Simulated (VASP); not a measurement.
# MnZn (Pm-3m) in VASP: a series of runs

Runs on MnZn. Level: LDA. Tasks: single point.

Everything below comes from runs of VASP 6.6.1. Logs are shortened: lines on timing, memory, paths and dates and some standing lists are left out, and cuts for length are marked.

### 1 The cell of the first run

Symmetry: Pm-3m, No. 221, cubic system. Conventional cell: a = 3.070 Å, b = 3.070 Å, c = 3.070 Å, α = 90.00°, β = 90.00°, γ = 90.00°. Within 3.5 Å of Mn (site symmetry m-3m) lie 8 Zn at 2.66 Å and 6 Mn at 3.07 Å. Within 3.5 Å of Zn (site symmetry m-3m) lie 8 Mn at 2.66 Å and 6 Zn at 3.07 Å.

### 2 Single point, LDA, collinear spin, ferromagnetic start

The input, INCAR:

```
ALGO     = Normal         # electronic algorithm
EDIFF    = 1E-6           # SCF threshold, eV
ENCUT    = 520            # plane-wave cutoff, eV
GGA      = CA             # functional
ISIF     = 2              # what is computed and relaxed
ISMEAR   = 1              # smearing method
ISPIN    = 2              # spin polarisation
LASPH    = True           # aspherical terms in the spheres
LCHARG   = True           # write CHGCAR
LELF     = True           # ELF
LMAXMIX  = 4              # l up to which the mixer works
LORBIT   = 11             # projections on sites
LREAL    = False          # projectors in reciprocal space
LVHAR    = True         
LWAVE    = False          # write WAVECAR
MAGMOM   = 2.8 0          # initial moments
NBANDS   = 24             # bands
NELM     = 150            # most SCF steps
PREC     = Accurate       # precision mode
SIGMA    = 0.0797         # smearing width, eV
```

The input, KPOINTS:

```
k-points
0
Gamma
  3 3 3
```

The input, POSCAR:

```
MnZn
1.0
    3.0700000000      0.0000000000      0.0000000000
    0.0000000000      3.0700000000      0.0000000000
    0.0000000000      0.0000000000      3.0700000000
Mn Zn
1 1
Direct
    0.0000000000      0.0000000000      0.0000000000
    0.5000000000      0.5000000000      0.5000000000
```

Potentials or basis: VASP PAW LDA potentials, release 64 (Mn_pv, Zn).

Started as:

```console
cat potpaw_LDA.64/Mn_pv/POTCAR potpaw_LDA.64/Zn/POTCAR > POTCAR
mpirun -np 1 vasp_std > vasp.out
```

OUTCAR:

```text
EDIFF = 1E-6
   ENCUT = 520
   GGA = CA
   ISIF = 2
   ISMEAR = 1
   ISPIN = 2
   LASPH = True
   LORBIT = 11
   LREAL = False
   NELM = 150
   PREC = Accurate

 ion  position               nearest neighbor table
   1  0.000  0.000  0.000-   2 2.66   2 2.66   2 2.66   2 2.66   2 2.66   2 2.66   2 2.66   2 2.66

   2  0.500  0.500  0.500-   1 2.66   1 2.66   1 2.66   1 2.66   1 2.66   1 2.66   1 2.66   1 2.66

  LATTYP: Found a simple cubic cell.
 ALAT       =     3.0700000000

  Lattice vectors:

 A1 = (   3.0700000000,   0.0000000000,   0.0000000000)
 A2 = (   0.0000000000,   3.0700000000,   0.0000000000)
 A3 = (   0.0000000000,   0.0000000000,   3.0700000000)

Analysis of symmetry for initial positions (statically):
=====================================================================
 Subroutine PRICEL returns:
 Original cell was already a primitive cell.

 Routine SETGRP: Setting up the symmetry group for a
 simple cubic supercell.

 Subroutine GETGRP returns: Found 48 space group operations
 (whereof 48 operations were pure point group operations)
 out of a pool of 48 trial point group operations.

The static configuration has the point symmetry O_h .

Analysis of symmetry for dynamics (positions and initial velocities):
=====================================================================
 Subroutine PRICEL returns:
 Original cell was already a primitive cell.

 Routine SETGRP: Setting up the symmetry group for a
 simple cubic supercell.

 Subroutine GETGRP returns: Found 48 space group operations
 (whereof 48 operations were pure point group operations)
 out of a pool of 48 trial point group operations.

The dynamic configuration has the point symmetry O_h .

Analysis of structural, dynamic, and magnetic symmetry:
=====================================================================
 Subroutine PRICEL returns:
 Original cell was already a primitive cell.

 Routine SETGRP: Setting up the symmetry group for a
 simple cubic supercell.

 Subroutine GETGRP returns: Found 48 space group operations
 (whereof 48 operations were pure point group operations)
 out of a pool of 48 trial point group operations.

The overall configuration has the point symmetry O_h .

 Subroutine INISYM returns: Found 48 space group operations
 (whereof 48 operations are pure point group operations),
 and found     1 'primitive' translations

----------------------------------------------------------------------------------------

                                     Primitive cell

  volume of cell :      28.9344

  direct lattice vectors                    reciprocal lattice vectors
     3.070000000  0.000000000  0.000000000     0.325732899  0.000000000  0.000000000
     0.000000000  3.070000000  0.000000000     0.000000000  0.325732899  0.000000000
     0.000000000  0.000000000  3.070000000     0.000000000  0.000000000  0.325732899

  length of vectors
     3.070000000  3.070000000  3.070000000     0.325732899  0.325732899  0.325732899

  position of ions in fractional coordinates (direct lattice)
     0.000000000  0.000000000  0.000000000
     0.500000000  0.500000000  0.500000000

  ion indices of the primitive-cell ions
   primitive index   ion index
                 1           1
                 2           2

----------------------------------------------------------------------------------------

 KPOINTS: k-points

Automatic generation of k-mesh.
 Grid dimensions read from file:
 generate k-points for:    3    3    3

 Generating k-lattice:

  Cartesian coordinates                     Fractional coordinates (reciprocal lattice)
     0.108577633  0.000000000  0.000000000     0.333333333  0.000000000  0.000000000
     0.000000000  0.108577633  0.000000000     0.000000000  0.333333333  0.000000000
     0.000000000  0.000000000  0.108577633     0.000000000  0.000000000  0.333333333

  Length of vectors
     0.108577633  0.108577633  0.108577633

  Shift w.r.t. Gamma in fractional coordinates (k-lattice)
     0.000000000  0.000000000  0.000000000

 Subroutine IBZKPT returns following result:
 ===========================================

 Found      4 irreducible k-points:

 Following reciprocal coordinates:
            Coordinates               Weight
  0.000000  0.000000  0.000000      1.000000
  0.333333  0.000000  0.000000      6.000000
  0.333333  0.333333  0.000000     12.000000
  0.333333  0.333333  0.333333      8.000000
   k-points           NKPTS =      4   k-points in BZ     NKDIM =      4   number of bands    NBANDS=     24
   number of dos      NEDOS =    301   number of ions     NIONS =      2
   total plane-waves  NPLWV =  13824
   dimension x,y,z NGX =    24 NGY =   24 NGZ =   24
   dimension x,y,z NGXF=    48 NGYF=   48 NGZF=   48
   ions per type =               1   1
   NGX,Y,Z   is equivalent  to a cutoff of  13.00, 13.00, 13.00 a.u.
   NGXF,Y,Z  is equivalent  to a cutoff of  25.99, 25.99, 25.99 a.u.
 SYSTEM =  unknown system
   PREC   = accura    normal or accurate (medium, high low for compatibility)
   ISTART =      0    job   : 0-new  1-cont  2-samecut
   ICHARG =      2    charge: 1-file 2-atom 10-const
   ISPIN  =      2    spin polarized calculation?
   LNONCOLLINEAR =      F non collinear calculations
   LSORBIT =      F    spin-orbit coupling
   LASPH  =      T    aspherical Exc in radial PAW
   ENCUT  =  520.0 eV  38.22 Ry    6.18 a.u.   5.71  5.71  5.71*2*pi/ulx,y,z
   NELM   =    150;   NELMIN=  2; NELMDL= -5     # of ELM steps
   EDIFF  = 0.1E-05   stopping-criterion for ELM
   LREAL  =      F    real-space projection
   EDIFFG = 0.1E-04   stopping-criterion for IOM
   NSW    =      0    number of steps for IOM
   IBRION =     -1    ionic relax: 0-MD 1-quasi-New 2-CG
   NFREE  =      0    steps in history (QN), initial steepest desc. (CG)
   ISIF   =      2    stress and relaxation
   ISYM   =      2    0-nonsym 1-usesym 2-fastsym
   POTIM  = 0.5000    time-step for ionic-motion
   TEBEG  =    0.0;   TEEND  =   0.0 temperature during run
   PSTRESS=    0.0 pullay stress
   NELECT =      25.0000    total number of electrons
   NUPDOWN=      -1.0000    fix difference up-down
   EMIN   =  10.00;   EMAX   =-10.00  energy-range for DOS
   EFERMI =   0.00;   METHOD = LEGACY
   ISMEAR =     1;   SIGMA  =   0.08  broadening in eV -4-tet -1-fermi 0-gaus
   EFERMI_NEDOS =   21; number of points for ismear=-14 and -15
   IALGO  =     38    algorithm
   IMIX   =      4    mixing-type and parameters
     AMIX     =   0.40;   BMIX     =  1.00
     AMIX_MAG =   1.60;   BMIX_MAG =  1.00
  volume/ion in A,a.u.               =      14.47        97.63
  Fermi-wavevector in a.u.,A,eV,Ry     =   1.559253  2.946560 33.079416  2.431268
  Thomas-Fermi vector in A             =   2.662638
   LORBIT       =     11    0 simple, 1 ext, 2 COOP (PROOUT), +10 PAW based schemes
   GGA     = CA    functional components
   LHFCALC =     F    Hartree Fock is set to
   AEXX    =    0.0000 exact exchange contribution
   IVDW    =     0    specifies the selected vdW correction
   LEPSILON=     F    determine dielectric tensor
   LRPA    =     F    only Hartree local field effects (RPA)
 spin polarized calculation
 Methfessel and Paxton  Order N= 1 SIGMA  =   0.08
  energy-cutoff  :      520.00
  volume of cell :       28.93
 maximum number of plane-waves:       792
 NGX is ok and might be reduce to    24
   NGX = 11   NGY = 11   NGZ = 11

 number of electron      24.9999987 magnetization       2.9999727

 Free energy of the ion-electron system (eV)
  ---------------------------------------------------
  ext. energy  EPLUGINS =         0.00000000
  ---------------------------------------------------
  free energy    TOTEN  =       -11.31802343 eV

  energy without entropy =      -11.31870532  energy(sigma->0) =      -11.31825072

 E-fermi :   4.6837     XC(G=0): -12.3623

 val. band max:        4.6195979692   @ k =   0.3333   0.0000   0.0000
 cond. band min:       5.2416612737   @ k =   0.3333   0.3333   0.0000
 fundamental gap:      0.6220633045
 Fermi energy:         4.6837212315

 spin component 1

 k-point     1 :       0.0000    0.0000    0.0000
  band No.  band energies     occupation
      1     -43.8245      1.00000
      2     -43.8245      1.00000
      3     -43.8245      1.00000
      4      -4.1670      1.00000
      5      -2.4547      1.00000
      6      -2.4547      1.00000
[... 16 lines left out ...]
     23      26.3401      0.00000
     24      28.7444      0.00000

 k-point     2 :       0.3333    0.0000    0.0000
  band No.  band energies     occupation
      1     -43.8573      1.00000
      2     -43.8220      1.00000
      3     -43.8220      1.00000
      4      -2.6313      1.00000
      5      -2.3165      1.00000
      6      -2.0355      1.00000
[... 16 lines left out ...]
     23      21.9142      0.00000
     24      26.4381      0.00000

 k-point     3 :       0.3333    0.3333    0.0000
  band No.  band energies     occupation
      1     -43.8542      1.00000
      2     -43.8537      1.00000
      3     -43.8193      1.00000
      4      -2.4540      1.00000
      5      -2.3344      1.00000
      6      -2.1041      1.00000
[... 16 lines left out ...]
     23      24.9739      0.00000
     24      26.6246      0.00000

 k-point     4 :       0.3333    0.3333    0.3333
  band No.  band energies     occupation
      1     -43.8512      1.00000
      2     -43.8508      1.00000
      3     -43.8508      1.00000
      4      -2.3571      1.00000
      5      -2.2561      1.00000
      6      -2.2561      1.00000
[... 16 lines left out ...]
     23      28.0971      0.00000
     24      31.6164      0.00000
 Fermi energy:         4.6837212315

 spin component 2

 k-point     1 :       0.0000    0.0000    0.0000
  band No.  band energies     occupation
      1     -40.8350      1.00000
      2     -40.8350      1.00000
      3     -40.8350      1.00000
      4      -3.9578      1.00000
      5      -2.4418      1.00000
      6      -2.4418      1.00000
[... 16 lines left out ...]
     23      26.5139      0.00000
     24      29.3097      0.00000

 k-point     2 :       0.3333    0.0000    0.0000
  band No.  band energies     occupation
      1     -40.8737      1.00000
      2     -40.8320      1.00000
      3     -40.8320      1.00000
      4      -2.5470      1.00000
      5      -2.3335      1.00000
      6      -2.0106      1.00000
[... 16 lines left out ...]
     23      22.3308      0.00000
     24      26.8463      0.00000

 k-point     3 :       0.3333    0.3333    0.0000
  band No.  band energies     occupation
      1     -40.8700      1.00000
      2     -40.8693      1.00000
      3     -40.8288      1.00000
      4      -2.3840      1.00000
      5      -2.3191      1.00000
      6      -2.0513      1.00000
[... 16 lines left out ...]
     23      25.1288      0.00000
     24      26.8250      0.00000

 k-point     4 :       0.3333    0.3333    0.3333
  band No.  band energies     occupation
      1     -40.8663      1.00000
      2     -40.8657      1.00000
      3     -40.8657      1.00000
      4      -2.3068      1.00000
      5      -2.2174      1.00000
      6      -2.2174      1.00000
[... 16 lines left out ...]
     23      28.2880      0.00000
     24      31.7989      0.00000

------------------------ aborting loop because EDIFF is reached ----------------------------------------

  FORCE on cell =-STRESS in cart. coord.  units (eV):
  Direction    XX          YY          ZZ          XY          YZ          ZX
  --------------------------------------------------------------------------------------
  -------------------------------------------------------------------------------------
  Total       -3.1523578     -3.1523578     -3.1523578     -0.0000000      0.0000000      0.0000000
  in kB     -174.5544618   -174.5544618   -174.5544618     -0.0000000      0.0000000      0.0000000
  external PRESSURE =    -174.5544618 kB  Pullay stress =       0.0000000 kB

 VOLUME and BASIS-vectors are now :
 -----------------------------------------------------------------------------
  energy-cutoff  :      520.00
  volume of cell :       28.93
      direct lattice vectors                 reciprocal lattice vectors
     3.070000000  0.000000000  0.000000000     0.325732899  0.000000000  0.000000000
     0.000000000  3.070000000  0.000000000     0.000000000  0.325732899  0.000000000
     0.000000000  0.000000000  3.070000000     0.000000000  0.000000000  0.325732899

 POSITION                                       TOTAL-FORCE (eV/Angst)
 -----------------------------------------------------------------------------------
      0.00000      0.00000      0.00000         0.000000      0.000000      0.000000
      1.53500      1.53500      1.53500         0.000000      0.000000      0.000000
 -----------------------------------------------------------------------------------
    total drift:                                0.000000      0.000000     -0.000000

  FREE ENERGIE OF THE ION-ELECTRON SYSTEM (eV)
  ---------------------------------------------------
  free  energy   TOTEN  =       -11.3180234273 eV

  energy  without entropy=      -11.3187053176  energy(sigma->0) =      -11.31825072

 total charge

# of ion       s       p       d       tot
------------------------------------------
    1        0.278   6.208   5.061  11.547
    2        0.615   0.510   9.727  10.853
--------------------------------------------------
tot          0.894   6.718  14.788  22.400

 magnetization (x)

# of ion       s       p       d       tot
------------------------------------------
    1        0.014  -0.005   3.042   3.051
    2       -0.044  -0.077   0.034  -0.088
--------------------------------------------------
tot         -0.031  -0.082   3.076   2.963
```

Wall time 6.4 s (1 thread of Intel Xeon Platinum 8488C (Sapphire Rapids), shared host); peak memory 0.13 GiB.

Results:

```
Free energy                                           : -11.3180 eV
Pressure                                              : -17.5 GPa
Band gap on the k mesh                                : 0.62 eV, indirect (least direct gap 0.95 eV)
Net moment                                            : 3.00 μB per cell
Site moments                                          : Mn +3.05; Zn -0.09 μB
Valence electrons inside the program's atomic spheres : Mn 11.55; Zn 10.85
```

Caveat: the k points lie up to 0.68 Å⁻¹ apart. A k mesh can miss the band edges.

(Part 1 of 2 ends here.)
